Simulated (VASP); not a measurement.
# CaDyAs3 (P4mm) in VASP: a series of runs, part 2 of 2

VASP 6.6.1. Earlier steps stand in the parts before.

## (4) Relaxation of cell and atoms, PBE

File INCAR:

```
ALGO = Normal
EDIFF = 1E-7
EDIFFG = -0.04
ENCUT = 500
GGA = PE
GGA_COMPAT = F
IBRION = 2
ISIF = 3
ISMEAR = 0
LASPH = T
LCHARG = F
LMAXMIX = 6
LREAL = F
LWAVE = F
NELM = 200
NELMIN = 4
NSW = 90
PREC = Accurate
SIGMA = 0.1
```

File KPOINTS:

```
k-points
0
Gamma
  4 4 4
```

File POSCAR:

```
CaDyAs3
1.0
    4.7411902700      0.0000000000      0.0000000000
    0.0000000000      4.7411902700      0.0000000000
    0.0000000000      0.0000000000      5.2188982400
Ca Dy As
1 1 3
Direct
    0.5000000000      0.5000000000      0.3633464000
    0.0000000000      0.0000000000      0.7515355500
    0.5000000000      0.5000000000      0.8392945800
    0.5000000000      0.0000000000      0.2143200600
    0.0000000000      0.5000000000      0.2143200600
```

Potentials or basis: VASP PAW PBE potentials, release 64 (Ca_sv, Dy_3, As), 4f in core.

The run is started by

```bash
$ cat potpaw_PBE.64/Ca_sv/POTCAR potpaw_PBE.64/Dy_3/POTCAR potpaw_PBE.64/As/POTCAR > POTCAR
$ mpirun -np 1 vasp_std > vasp.out
```

OUTCAR:

```text
EDIFF = 1E-7
   EDIFFG = -0.04
   ENCUT = 500
   GGA = PE
   IBRION = 2
   ISIF = 3
   ISMEAR = 0
   LASPH = T
   LREAL = F
   NELM = 200
   NELMIN = 4
   NSW = 90
   PREC = Accurate

 ion  position               nearest neighbor table
   1  0.500  0.500  0.363-   3 2.48   4 2.49   5 2.49   4 2.49   5 2.49   3 2.73
   2  0.000  0.000  0.752-
   3  0.500  0.500  0.839-   1 2.48   1 2.73
   4  0.500  0.000  0.214-   1 2.49   1 2.49
   5  0.000  0.500  0.214-   1 2.49   1 2.49

  LATTYP: Found a simple tetragonal cell.
 ALAT       =     4.7411902700
 C/A-ratio  =     1.1007569709

  Lattice vectors:

 A1 = (   4.7411902700,   0.0000000000,   0.0000000000)
 A2 = (   0.0000000000,   4.7411902700,   0.0000000000)
 A3 = (   0.0000000000,   0.0000000000,   5.2188982400)

Analysis of symmetry for initial positions (statically):
=====================================================================
 Subroutine PRICEL returns:
 Original cell was already a primitive cell.

 Routine SETGRP: Setting up the symmetry group for a
 simple tetragonal supercell.

 Subroutine GETGRP returns: Found  8 space group operations
 (whereof  8 operations were pure point group operations)
 out of a pool of 16 trial point group operations.

The static configuration has the point symmetry C_4v.

Analysis of symmetry for dynamics (positions and initial velocities):
=====================================================================
 Subroutine PRICEL returns:
 Original cell was already a primitive cell.

[... 266 lines left out ...]
  ---------------------------------------------------
  free  energy   TOTEN  =       -20.1007533664 eV

  energy  without entropy=      -20.0842837396  energy(sigma->0) =      -20.09251855

 E-fermi :   4.8418     XC(G=0):  -9.4046

 val. band max:        4.7459043887   @ k =   0.5000   0.5000   0.5000
 cond. band min:       4.8634556419   @ k =   0.5000   0.5000   0.0000
 fundamental gap:      0.1175512532
 Fermi energy:         4.8417580866

 k-point     1 :       0.0000    0.0000    0.0000
  band No.  band energies     occupation
      1     -37.1077      2.00000
      2     -18.7306      2.00000
      3     -18.7306      2.00000
      4     -18.6950      2.00000
      5     -18.1582      2.00000
      6     -18.1387      2.00000
[... 421 lines left out ...]
     20       5.6890      0.00000
     21       6.4613      0.00000

[... ionic steps 4 to 34 ...]

--------------------------------------- Ionic step       35  -------------------------------------------

 number of electron      33.9999991 magnetization

------------------------ aborting loop because EDIFF is reached ----------------------------------------
[... 73 lines left out ...]
--------------------------------------- Ionic step       37  -------------------------------------------

 number of electron      33.9999991 magnetization

 Free energy of the ion-electron system (eV)
  ---------------------------------------------------
  ext. energy  EPLUGINS =         0.00000000
  ---------------------------------------------------
  free energy    TOTEN  =       -22.58625293 eV

  energy without entropy =      -22.57364762  energy(sigma->0) =      -22.57995028

 E-fermi :   2.8815     XC(G=0):  -8.3178

 val. band max:        2.8751489041   @ k =   0.5000   0.0000   0.0000
 cond. band min:       2.9041986260   @ k =   0.5000   0.2500   0.0000
 fundamental gap:      0.0290497219
 Fermi energy:         2.8814865939

 k-point     1 :       0.0000    0.0000    0.0000
  band No.  band energies     occupation
      1     -38.8600      2.00000
      2     -21.5118      2.00000
      3     -21.2277      2.00000
      4     -21.2277      2.00000
      5     -19.9159      2.00000
      6     -19.9159      2.00000
[... 453 lines left out ...]
  FREE ENERGIE OF THE ION-ELECTRON SYSTEM (eV)
  ---------------------------------------------------
  free  energy   TOTEN  =       -22.5862529291 eV

  energy  without entropy=      -22.5736476210  energy(sigma->0) =      -22.57995028

 reached required accuracy - stopping structural energy minimisation
```

OSZICAR:

```text
N       E                     dE             d eps       ncg     rms          rms(c)
DAV:   1     0.224084192450E+03    0.22408E+03   -0.14999E+04   756   0.141E+03
DAV:   2     0.659097504188E+00   -0.22343E+03   -0.21920E+03   824   0.390E+02
DAV:   3    -0.208311856268E+02   -0.21490E+02   -0.20527E+02  1360   0.806E+01
[... 426 lines left out ...]
DAV:   5    -0.225862508857E+02   -0.49420E-05   -0.36768E-05  1368   0.263E-02    0.134E-02
DAV:   6    -0.225862525787E+02   -0.16931E-05   -0.43116E-06  1028   0.114E-02    0.321E-03
DAV:   7    -0.225862527531E+02   -0.17435E-06   -0.88733E-07  1035   0.486E-03    0.177E-03
DAV:   8    -0.225862529112E+02   -0.15808E-06   -0.84482E-08   516   0.203E-03    0.309E-04
DAV:   9    -0.225862529291E+02   -0.17933E-07   -0.14197E-08   418   0.100E-03
  37 F= -.22586253E+02 E0= -.22579950E+02  d E =-.111831E-02
```

Run time: 12 min. Hardware: 1 thread of AMD EPYC 9R45 (Zen 5), shared host; peak memory 0.24 GiB.

Results:

```yaml
Free_energy: -22.5863 eV
Relaxed_volume: 32.28 Å³/atom
Relaxed_cell: a = 5.324 Å, b = 5.324 Å, c = 5.695 Å, α = 90.00°, β = 90.00°, γ = 90.00°
Space_group_after_relaxing_to_0.1_Å: P4mm (No. 99)
Energy_gained_by_relaxing: 599.0 meV/atom
Ionic_steps: 37
Pressure_after_relaxing: -0.1 GPa
Largest_force_after_relaxing: 0.021 eV/Å
Band_gap_on_the_k_mesh: zero (bands 17 and 18 overlap by 0.24 eV)
```

Forces in eV/Å, atoms in the order of the input:
```
Ca   0.000  0.000  0.003
Dy   0.000  0.000  0.021
As   0.000  0.000  0.010
As   0.000  0.000 -0.017
As   0.000  0.000 -0.017
```

Step by step:
| step | energy change (eV) | largest force (eV/Å) | pressure (GPa) | volume (Å³) |
| --- | --- | --- | --- | --- |
| 1 | 0.0000 | 0.9538 | 8.41 | 117.32 |
| 2 | -0.5002 | 0.6960 | -1.70 | 139.49 |
| 3 | -0.5094 | 0.7213 | -0.74 | 136.35 |
| 4 | -0.6102 | 0.7901 | -0.70 | 135.78 |
| 5 | -0.9785 | 1.2788 | -0.24 | 134.04 |
| 6 | -2.0617 | 1.6843 | 1.89 | 130.52 |
| 7 | 0.0046 | 3.9845 | 22.54 | 123.34 |
| 8 | -2.3997 | 1.4724 | 4.36 | 128.98 |
| 9 | -2.4232 | 1.3869 | 5.74 | 128.29 |
| 10 | -2.4488 | 1.2712 | 5.79 | 128.83 |
| 11 | -2.4909 | 1.3367 | 6.04 | 130.44 |
| 12 | -2.5478 | 1.2103 | 5.28 | 131.81 |
| 13 | -2.6791 | 0.8623 | 3.17 | 135.97 |
| 14 | -2.7816 | 0.8801 | -0.27 | 144.54 |
| 15 | -2.7817 | 0.8947 | -0.37 | 144.83 |
| 16 | -2.7941 | 0.8557 | -0.34 | 145.00 |
| 17 | -2.8255 | 0.7058 | -0.23 | 145.51 |
| 18 | -2.8625 | 0.4319 | 0.01 | 146.50 |
| 19 | -2.8512 | 0.9615 | 0.59 | 148.41 |
| 20 | -2.8704 | 0.5936 | 0.22 | 147.30 |
| 21 | -2.8880 | 0.4497 | 0.22 | 148.20 |
| 22 | -2.9144 | 0.2062 | 0.31 | 150.95 |
| 23 | -2.9155 | 0.2801 | 0.36 | 151.57 |
| 24 | -2.9254 | 0.1709 | -0.30 | 154.39 |
| 25 | -2.9266 | 0.2399 | -0.63 | 155.87 |
| 26 | -2.9326 | 0.2515 | -0.63 | 156.33 |
| 27 | -2.9493 | 0.2950 | -0.64 | 157.66 |
| 28 | -2.9518 | 0.4453 | -0.74 | 160.22 |
| 29 | -2.9576 | 0.3564 | -0.69 | 158.89 |
| 30 | -2.9719 | 0.2208 | -0.01 | 157.64 |
| 31 | -2.9732 | 0.1977 | 0.28 | 157.12 |
| 32 | -2.9794 | 0.1631 | 0.27 | 157.73 |
| 33 | -2.9903 | 0.1503 | 0.24 | 159.56 |
| 34 | -2.9914 | 0.1639 | 0.23 | 160.38 |
| 35 | -2.9936 | 0.0571 | -0.26 | 162.20 |
| 36 | -2.9938 | 0.0472 | -0.16 | 161.82 |
| 37 | -2.9949 | 0.0208 | -0.05 | 161.39 |

Final structure:
```
CELL_PARAMETERS angstrom
5.32353 0.00000 0.00000
0.00000 5.32353 0.00000
0.00000 0.00000 5.69471
ATOMIC_POSITIONS crystal
Ca 0.50000 0.50000 0.38729
Dy 0.00000 0.00000 0.92732
As 0.50000 0.50000 0.90683
As 0.50000 0.00000 0.08068
As 0.00000 0.50000 0.08068
```

Caveat: the volume moved by over 15 % at a fixed basis, so the end points are rough; spin-orbit coupling is left out, which moves the levels of the heavy elements; the 4f electrons are frozen in the core, so they carry no moment and show no levels. Spin polarisation is off, so any magnetic state and its effect on volume and gap are missing.

## (5) Single point, PBE

This run uses another cell than the first one, of 32.12 Å³/atom.

File INCAR:

```
SYSTEM = CaDyAs3
ALGO     = Normal         ! electronic algorithm
EDIFF    = 1E-6           ! SCF threshold, eV
ENCUT    = 500            ! plane-wave cutoff, eV
GGA      = PE             ! functional
GGA_COMPAT= .FALSE.      
ISIF     = 2              ! what is computed and relaxed
ISMEAR   = 0              ! smearing method
LASPH    = .TRUE.         ! aspherical terms in the spheres
LCHARG   = .TRUE.         ! write CHGCAR
LELF     = .TRUE.         ! ELF
LMAXMIX  = 6              ! l up to which the mixer works
LREAL    = .FALSE.        ! projectors in reciprocal space
LVHAR    = .TRUE.       
LWAVE    = .FALSE.        ! write WAVECAR
NBANDS   = 25             ! bands
NELM     = 200            ! most SCF steps
PREC     = Accurate       ! precision mode
SIGMA    = 0.1            ! smearing width, eV
```

File KPOINTS:

```
k-points
0
G
  8 8 8
  0 0 0
```

File POSCAR:

```
CaDyAs3
1.0
    5.3398023535      0.0000000000      0.0000000000
    0.0000000000      5.3398023535      0.0000000000
    0.0000000000      0.0000000000      5.6319509584
Ca Dy As
1 1 3
Direct
    0.5000000000      0.5000000000      0.3971265267
    0.0000000000      0.0000000000      0.9210763919
    0.5000000000      0.5000000000      0.9170584793
    0.5000000000      0.0000000000      0.0737776261
    0.0000000000      0.5000000000      0.0737776261
```

The run is started by

```bash
$ cat potpaw_PBE.64/Ca_sv/POTCAR potpaw_PBE.64/Dy_3/POTCAR potpaw_PBE.64/As/POTCAR > POTCAR
$ mpirun -np 1 vasp_std > vasp.out
```

Run time: 2.7 min. Hardware: 1 thread of AMD EPYC 9R45 (Zen 5), shared host; peak memory 0.43 GiB.

It converged, with:

| Quantity | Value |
| --- | --- |
| Free energy | -22.6931 eV |
| Pressure | 0.1 GPa |
| Largest force | 0.029 eV/Å |
| Band gap on the k mesh | zero (bands 17 and 18 overlap by 0.20 eV) |

Forces on the atoms (eV/Å):
```
Ca   0.000  0.000  0.029
Dy   0.000  0.000 -0.021
As   0.000  0.000 -0.024
As   0.000  0.000  0.008
As   0.000  0.000  0.008
```

Levels at points of the mesh, in eV from the Fermi level:
```tsv
k point	band 15	band 16	band 17	band 18	band 19	band 20
(0.00, 0.00, 0.00)	-1.44	-1.23	-1.23	0.60	0.70	1.06
(0.50, 0.00, 0.00)	-2.06	-1.23	-0.11	-0.04	0.73	1.10
(0.50, 0.50, 0.00)	-1.85	-0.31	-0.24	0.31	0.44	0.44
(0.00, 0.00, 0.50)	-1.78	-1.35	-1.35	0.75	1.00	1.38
(0.50, 0.00, 0.50)	-2.08	-1.59	0.11	0.47	1.15	1.86
(0.50, 0.50, 0.50)	-1.83	-0.28	-0.24	0.34	0.34	0.39
```

Caveat: spin-orbit coupling is left out, which moves the levels of the heavy elements; the 4f electrons are frozen in the core, so they carry no moment and show no levels.

## (6) The runs side by side

| task | cell | k mesh | gap on the mesh (eV) | pressure (GPa) | largest force (eV/Å) |
| --- | --- | --- | --- | --- | --- |
| single point | a = 4.741, b = 4.741, c = 5.219 Å, 5 atoms, atomic positions A | 4 × 4 × 4 | none | 8.4 | 0.95 |
| single point | a = 5.299, b = 5.299, c = 5.661 Å, 5 atoms, atomic positions B | 4 × 4 × 4 | none | 0.5 | 0.05 |
| relaxation of cell and atoms | relaxed from a = 4.741, b = 4.741, c = 5.219 Å, 5 atoms, atomic positions A | 4 × 4 × 4 | none | -0.1 | 0.02 |
| single point | a = 5.340, b = 5.340, c = 5.632 Å, 5 atoms, atomic positions C | 8 × 8 × 8 | none | 0.1 | 0.03 |

Alike in all rows: level PBE; potentials or basis VASP PAW PBE potentials, release 64 (Ca_sv, Dy_3, As), 4f in core; no spin polarisation; cutoff (eV) 500; smearing gaussian 0.1 eV.

Caveats: spin-orbit coupling is left out, which moves the levels of the heavy elements; the 4f electrons are frozen in the core, so they carry no moment and show no levels; the cell stands under pressure (at least some runs); the volume moved by over 15 % at a fixed basis, so the end points are rough (at least some runs).

Total energies depend on the potentials used, so only differences within one code and one set of settings carry meaning.

The gap in the log of VASP goes by the Fermi energy; the results here count the filled bands.